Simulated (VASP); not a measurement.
# GeN (Imm2) in VASP: single point with PBE

Aim: the single point of GeN with PBE.

All numbers are computed with VASP 6.6.1; they aren't measurements. Logs are shortened: lines on timing, memory, paths and dates and some standing lists are left out, and cuts for length are marked.

**1. The cell of the first run**

The structure is orthorhombic, space group Imm2 (No. 44). The conventional cell has a = 3.095 Å, b = 7.658 Å, c = 5.141 Å, α = 90.00°, β = 90.00°, γ = 90.00°. Ge (site symmetry m) has 3 N at 1.87 to 1.88 Å and 1 Ge at 2.52 Å within 2.6 Å. N (site symmetry m) has 3 Ge at 1.87 to 1.88 Å within 2.5 Å.

**2. Single point, PBE**

POSCAR reads:

```
GeN
1.0
   -1.5475668000      3.8289124000      2.5704006000
    1.5475668000     -3.8289124000      2.5704006000
    1.5475668000      3.8289124000     -2.5704006000
Ge N
2 2
Direct
    0.2707840000      0.6061380000      0.6646460000
    0.9414920000      0.6061380000      0.3353540000
    0.0111500000      0.2625785000      0.7485715000
    0.5140070000      0.2625785000      0.2514285000
```

INCAR.step1 reads:

```
SYSTEM = GeN
PREC     = Accurate       ! precision mode
ENCUT    = 520            ! plane-wave cutoff, eV
EDIFF    = 1E-6           ! SCF threshold, eV
ISMEAR   = 0              ! smearing method
SIGMA    = 0.02           ! smearing width, eV
LREAL    = .False.        ! projectors in reciprocal space
LASPH    = .True.         ! aspherical terms in the spheres
NELM     = 60             ! most SCF steps
ALGO     = Normal         ! electronic algorithm
ISIF     = 2              ! what is computed and relaxed
LWAVE    = .False.        ! write WAVECAR
LCHARG   = .True.         ! write CHGCAR
GGA      = PE             ! functional
NBANDS   = 27             ! bands
```

KPOINTS.step1 reads:

```
Automatic mesh
0
Gamma
  10 10 10
  0 0 0
```

INCAR.step2 reads:

```
SYSTEM = GeN
PREC     = Accurate       ! precision mode
ENCUT    = 520            ! plane-wave cutoff, eV
EDIFF    = 1E-6           ! SCF threshold, eV
ISMEAR   = -5             ! smearing method
SIGMA    = 0.02           ! smearing width, eV
LREAL    = .False.        ! projectors in reciprocal space
LASPH    = .True.         ! aspherical terms in the spheres
NELM     = 60             ! most SCF steps
ALGO     = Normal         ! electronic algorithm
ISIF     = 2              ! what is computed and relaxed
LWAVE    = .False.        ! write WAVECAR
LCHARG   = .False.        ! write CHGCAR
GGA      = PE             ! functional
LORBIT   = 11             ! projections on sites
NEDOS    = 2001           ! points of the DOS
ICHARG   = 11             ! starting density
```

KPOINTS.step2 reads:

```
Automatic mesh
0
Gamma
  15 15 15
  0 0 0
```

Potentials or basis: VASP PAW PBE potentials, release 64 (Ge_d, N).

Started as:

```
$ cat potpaw_PBE.64/Ge_d/POTCAR potpaw_PBE.64/N/POTCAR > POTCAR
$ cp INCAR.step1 INCAR
$ cp KPOINTS.step1 KPOINTS
$ mpirun -np 1 vasp_std > vasp.out
$ cp INCAR.step2 INCAR
$ cp KPOINTS.step2 KPOINTS
$ mpirun -np 1 vasp_std > vasp.out
```

OUTCAR:

```text
SYSTEM = GeN
   PREC = Accurate
   ENCUT = 520
   EDIFF = 1E-6
   ISMEAR = -5
   LREAL = .False.
   LASPH = .True.
   NELM = 60
   ISIF = 2
   GGA = PE
   LORBIT = 11
   ICHARG = 11

 ion  position               nearest neighbor table
   1  0.271  0.606  0.665-   4 1.87   4 1.87   3 1.88   2 2.52
   2  0.941  0.606  0.335-   3 1.87   3 1.87   4 1.88   1 2.52
   3  0.011  0.263  0.749-   2 1.87   2 1.87   1 1.88
   4  0.514  0.263  0.251-   1 1.87   1 1.87   2 1.88

  LATTYP: Found a body centered orthorhombic cell.
 ALAT       =     3.0951336000
 B/A-ratio  =     1.6609303069
 C/A-ratio  =     2.4741500012

  Lattice vectors:

 A1 = (   1.5475668000,  -3.8289124000,  -2.5704006000)
 A2 = (  -1.5475668000,  -3.8289124000,   2.5704006000)
 A3 = (  -1.5475668000,   3.8289124000,  -2.5704006000)

Analysis of symmetry for initial positions (statically):
=====================================================================
 Subroutine PRICEL returns:
 Original cell was already a primitive cell.

 Routine SETGRP: Setting up the symmetry group for a
 body centered orthorhombic supercell.

 Subroutine GETGRP returns: Found  4 space group operations
 (whereof  4 operations were pure point group operations)
 out of a pool of  8 trial point group operations.

The static configuration has the point symmetry C_2v.

Analysis of symmetry for dynamics (positions and initial velocities):
=====================================================================
 Subroutine PRICEL returns:
 Original cell was already a primitive cell.

 Routine SETGRP: Setting up the symmetry group for a
 body centered orthorhombic supercell.

 Subroutine GETGRP returns: Found  4 space group operations
 (whereof  4 operations were pure point group operations)
 out of a pool of  8 trial point group operations.

The dynamic configuration has the point symmetry C_2v.

 Subroutine INISYM returns: Found  4 space group operations
 (whereof  4 operations are pure point group operations),
 and found     1 'primitive' translations

----------------------------------------------------------------------------------------

                                     Primitive cell

  volume of cell :      60.9236

  direct lattice vectors                    reciprocal lattice vectors
    -1.547566800  3.828912400  2.570400600     0.000000000  0.130585385  0.194522208
     1.547566800 -3.828912400  2.570400600     0.323087831  0.000000000  0.194522208
     1.547566800  3.828912400 -2.570400600     0.323087831  0.130585385  0.000000000

  length of vectors
     4.864410798  4.864410798  4.864410798     0.234289206  0.377126816  0.348479969

  position of ions in fractional coordinates (direct lattice)
     0.270784000  0.606138000  0.664646000
     0.941492000  0.606138000  0.335354000
     0.011150000  0.262578500  0.748571500
     0.514007000  0.262578500  0.251428500

  ion indices of the primitive-cell ions
   primitive index   ion index
                 1           1
                 2           2
                 3           3
                 4           4

----------------------------------------------------------------------------------------

 KPOINTS: Automatic mesh

Automatic generation of k-mesh.
 Grid dimensions read from file:
 generate k-points for:   15   15   15

 Generating k-lattice:

  Cartesian coordinates                     Fractional coordinates (reciprocal lattice)
     0.000000000  0.008705692  0.012968147     0.066666667  0.000000000 -0.000000000
     0.021539189  0.000000000  0.012968147     0.000000000  0.066666667 -0.000000000
     0.021539189  0.008705692  0.000000000     0.000000000  0.000000000  0.066666667

  Length of vectors
     0.015619280  0.025141788  0.023231998

  Shift w.r.t. Gamma in fractional coordinates (k-lattice)
     0.000000000  0.000000000  0.000000000

 TETIRR: Found   8492 inequivalent tetrahedra from    20250

 Subroutine IBZKPT returns following result:
 ===========================================

 Found    512 irreducible k-points:

 Following reciprocal coordinates:
            Coordinates               Weight
  0.000000  0.000000  0.000000      1.000000
  0.066667 -0.000000  0.000000      4.000000
  0.133333 -0.000000  0.000000      4.000000
  0.200000 -0.000000  0.000000      4.000000
  0.266667 -0.000000  0.000000      4.000000
  0.333333  0.000000  0.000000      4.000000
[... 16 lines left out ...]
 -0.066667  0.066667 -0.000000      4.000000
  0.000000  0.133333 -0.000000      4.000000
 [... further k-points ...]
   k-points           NKPTS =    512   k-points in BZ     NKDIM =    512   number of bands    NBANDS=     23
   number of dos      NEDOS =   2001   number of ions     NIONS =      4
   total plane-waves  NPLWV =  46656
   dimension x,y,z NGX =    36 NGY =   36 NGZ =   36
   dimension x,y,z NGXF=    72 NGYF=   72 NGZF=   72
   ions per type =               2   2
   NGX,Y,Z   is equivalent  to a cutoff of  12.30, 12.30, 12.30 a.u.
   NGXF,Y,Z  is equivalent  to a cutoff of  24.61, 24.61, 24.61 a.u.
 SYSTEM =  GeN
   PREC   = accura    normal or accurate (medium, high low for compatibility)
   ISTART =      0    job   : 0-new  1-cont  2-samecut
   ICHARG =     11    charge: 1-file 2-atom 10-const
   ISPIN  =      1    spin polarized calculation?
   LNONCOLLINEAR =      F non collinear calculations
   LSORBIT =      F    spin-orbit coupling
   LASPH  =      T    aspherical Exc in radial PAW
   ENCUT  =  520.0 eV  38.22 Ry    6.18 a.u.   9.04  9.04  9.04*2*pi/ulx,y,z
   NELM   =     60;   NELMIN=  2; NELMDL=  0     # of ELM steps
   EDIFF  = 0.1E-05   stopping-criterion for ELM
   LREAL  =      F    real-space projection
   EDIFFG = 0.1E-04   stopping-criterion for IOM
   NSW    =      0    number of steps for IOM
   IBRION =     -1    ionic relax: 0-MD 1-quasi-New 2-CG
   NFREE  =      0    steps in history (QN), initial steepest desc. (CG)
   ISIF   =      2    stress and relaxation
   ISYM   =      2    0-nonsym 1-usesym 2-fastsym
   POTIM  = 0.5000    time-step for ionic-motion
   TEBEG  =    0.0;   TEEND  =   0.0 temperature during run
   PSTRESS=    0.0 pullay stress
   NELECT =      38.0000    total number of electrons
   NUPDOWN=      -1.0000    fix difference up-down
   EMIN   =  10.00;   EMAX   =-10.00  energy-range for DOS
   EFERMI =   0.00;   METHOD = LEGACY
   ISMEAR =    -5;   SIGMA  =   0.02  broadening in eV -4-tet -1-fermi 0-gaus
   EFERMI_NEDOS =   21; number of points for ismear=-14 and -15
   IALGO  =     38    algorithm
   IMIX   =      4    mixing-type and parameters
     AMIX     =   0.40;   BMIX     =  1.00
     AMIX_MAG =   1.60;   BMIX_MAG =  1.00
  volume/ion in A,a.u.               =      15.23       102.78
  Fermi-wavevector in a.u.,A,eV,Ry     =   1.398752  2.643259 26.619908  1.956508
  Thomas-Fermi vector in A             =   2.521879
   LORBIT       =     11    0 simple, 1 ext, 2 COOP (PROOUT), +10 PAW based schemes
   GGA     = PE    functional components
   LHFCALC =     F    Hartree Fock is set to
   AEXX    =    0.0000 exact exchange contribution
   IVDW    =     0    specifies the selected vdW correction
   LEPSILON=     F    determine dielectric tensor
   LRPA    =     F    only Hartree local field effects (RPA)
 non-spin polarized calculation
 Fermi weights with tetrahedron method with Bloechl corrections
  energy-cutoff  :      520.00
  volume of cell :       60.92
 maximum number of plane-waves:      1666

 number of electron      38.0000009 magnetization

 Free energy of the ion-electron system (eV)
  ---------------------------------------------------
  ext. energy  EPLUGINS =         0.00000000
  ---------------------------------------------------
  free energy    TOTEN  =       -25.49150718 eV

  energy without entropy =      -25.49150718  energy(sigma->0) =      -25.49150718

 E-fermi :   4.7324     XC(G=0):  -9.9788

 val. band max:        4.7159579906   @ k =  -0.4667   0.4667   0.4667
 cond. band min:       5.4351018716   @ k =   0.4667  -0.4667   0.4667
 fundamental gap:      0.7191438810
 Fermi energy:         4.7323992269

 k-point     1 :       0.0000    0.0000    0.0000
  band No.  band energies     occupation
      1     -20.4924      2.00000
      2     -20.4572      2.00000
      3     -20.4091      2.00000
      4     -20.4069      2.00000
      5     -20.3465      2.00000
      6     -20.3225      2.00000
[... 15 lines left out ...]
     22       8.8579      0.00000
     23      10.3833      0.00000

 k-point     2 :       0.0667   -0.0000    0.0000
  band No.  band energies     occupation
      1     -20.4922      2.00000
      2     -20.4574      2.00000
      3     -20.4086      2.00000
      4     -20.4070      2.00000
      5     -20.3473      2.00000
      6     -20.3229      2.00000
[... 15 lines left out ...]
     22       8.9347      0.00000
     23      10.4365      0.00000

 k-point     3 :       0.1333   -0.0000    0.0000
  band No.  band energies     occupation
      1     -20.4917      2.00000
      2     -20.4581      2.00000
      3     -20.4074      2.00000
      4     -20.4072      2.00000
      5     -20.3497      2.00000
      6     -20.3242      2.00000
[... 15 lines left out ...]
     22       9.1391      0.00000
     23      10.5918      0.00000
[... 495 lines left out ...]
 k-point    23 :      -0.0667    0.0667   -0.0000
  band No.  band energies     occupation
      1     -20.4907      2.00000
      2     -20.4533      2.00000
      3     -20.4159      2.00000
      4     -20.4014      2.00000
      5     -20.3474      2.00000
      6     -20.3231      2.00000
[... 15 lines left out ...]
     22       8.8116      0.00000
     23       9.9834      0.00000

 k-point    24 :       0.0000    0.1333   -0.0000
  band No.  band energies     occupation
      1     -20.4819      2.00000
      2     -20.4514      2.00000
      3     -20.4193      2.00000
      4     -20.3971      2.00000
      5     -20.3501      2.00000
      6     -20.3237      2.00000
[... 15 lines left out ...]
     22       8.6959      0.00000
     23      10.0701      0.00000

 [... further k-points ...]

------------------------ aborting loop because EDIFF is reached ----------------------------------------

  FORCE on cell =-STRESS in cart. coord.  units (eV):
  Direction    XX          YY          ZZ          XY          YZ          ZX
  --------------------------------------------------------------------------------------
  -------------------------------------------------------------------------------------
  Total       -0.3453722     -0.2165522     -0.3067550      0.0000000      0.0000000      0.0000000
  in kB       -9.0826439     -5.6949196     -8.0670850      0.0000000      0.0000000      0.0000000
  external PRESSURE =      -7.6148828 kB  Pullay stress =       0.0000000 kB

 VOLUME and BASIS-vectors are now :
 -----------------------------------------------------------------------------
  energy-cutoff  :      520.00
  volume of cell :       60.92
      direct lattice vectors                 reciprocal lattice vectors
    -1.547566800  3.828912400  2.570400600     0.000000000  0.130585385  0.194522208
     1.547566800 -3.828912400  2.570400600     0.323087831  0.000000000  0.194522208
     1.547566800  3.828912400 -2.570400600     0.323087831  0.130585385  0.000000000

 POSITION                                       TOTAL-FORCE (eV/Angst)
 -----------------------------------------------------------------------------------
      1.54757      1.26083      0.54563         0.000000      0.033570     -0.003863
      0.00000      2.56808      3.11603        -0.000000     -0.033570     -0.003863
      1.54757      1.90352     -1.22054         0.000000      0.020702      0.003863
      0.00000      1.92540      1.34986        -0.000000     -0.020702      0.003863
 -----------------------------------------------------------------------------------
    total drift:                                0.000091     -0.002247     -0.001858

  FREE ENERGIE OF THE ION-ELECTRON SYSTEM (eV)
  ---------------------------------------------------
  free  energy   TOTEN  =       -25.4915071790 eV

  energy  without entropy=      -25.4915071790  energy(sigma->0) =      -25.49150718

 total charge

# of ion       s       p       d       tot
------------------------------------------
    1        1.047   1.265  10.241  12.553
    2        1.047   1.265  10.241  12.553
    3        1.229   2.536   0.000   3.766
    4        1.229   2.536   0.000   3.766
--------------------------------------------------
tot          4.553   7.602  20.482  32.637
```

Run time: 11 min. Hardware: 1 thread of Intel Xeon Platinum 8488C (Sapphire Rapids), shared host; peak memory 0.66 GiB.

What came out:

```
Valence electrons inside the program's atomic spheres : Ge 12.55; N 3.77
```
